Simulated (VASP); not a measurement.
Input of a VASP 6.6.1 run:

INCAR

```
PREC     = Accurate       # precision mode
ENCUT    = 520            # plane-wave cutoff, eV
EDIFF    = 1E-6           # SCF threshold, eV
ISMEAR   = -1             # smearing method
SIGMA    = 0.05           # smearing width, eV
LREAL    = F              # projectors in reciprocal space
LASPH    = T              # aspherical terms in the spheres
NELM     = 150            # most SCF steps
ALGO     = Normal         # electronic algorithm
ISIF     = 2              # what is computed and relaxed
LWAVE    = F              # write WAVECAR
LCHARG   = F              # write CHGCAR
LMAXMIX  = 4              # l up to which the mixer works
LDAU     = T              # DFT+U
LDAUTYPE = 2            
LDAUL    = 2 -1           # shell
LDAUU    = 4 0            # U, eV
LDAUJ    = 0 0          
LDAUPRINT= 1            
GGA      = PS             # functional
NBANDS   = 14             # bands
```

KPOINTS

```
regular mesh
0
Gamma
  10 10 10
```

Contents of POSCAR:

```
ZrB
1.0
    0.0000000000      2.3250000000      2.3250000000
    2.3250000000      0.0000000000      2.3250000000
    2.3250000000      2.3250000000      0.0000000000
Zr B
1 1
Direct
    0.0000000000      0.0000000000      0.0000000000
    0.5000000000      0.5000000000      0.5000000000
```

Potentials or basis: VASP PAW PBE potentials, release 64 (Zr_sv, B).

Launch:

```console
$ cat potpaw_PBE.64/Zr_sv/POTCAR potpaw_PBE.64/B/POTCAR > POTCAR
$ mpirun -np 1 vasp_std > vasp.out
```

(1) Predict the band gap on the k mesh.

(2) Estimate the pressure.

Results:

(1) zero (an odd number of electrons rules out a gap without spin polarisation).

(2) 42.7 GPa.

Caveat: the cell stands under pressure; the PAW data sets were made with another functional, which shifts forces and pressure a little; U without spin polarisation on a metal has little footing; the U is typed as a test and isn't derived for this compound.
